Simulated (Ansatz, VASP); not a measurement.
Rb: VASP beside Ansatz

```
Rb
1.0
    -2.89018    2.89018    2.76391
     2.89018   -2.89018    2.76391
     2.89018    2.89018   -2.76391
Rb
1
Cartesian
  0.0000 0.0000 0.0000
```

Change from the starting cell: strain +0.030 along x and y, -0.015 along z, atoms carried along.

Alike in both runs: task single point; functional PBE; k mesh 12 × 12 × 12; occupations gaussian, width 0.15 eV; no spin polarisation.

```csv
,VASP,Ansatz
version,VASP 6.6.1,Ansatz 0.2.0
potentials or method,"VASP PAW PBE potentials, release 64 (Rb_sv), cutoff 520 eV","scalar-relativistic, plane waves, PAW"
valence electrons in the cell,9,9
```

|  | VASP | Ansatz | Ansatz less VASP |
| --- | --- | --- | --- |
| gap on the k mesh at the Fermi level (eV) | none | none | - |
| pressure (GPa) | 0.0 | 0.0 | 0.00 |

A gap of «none» marks a metal or a gap that the smearing closes.
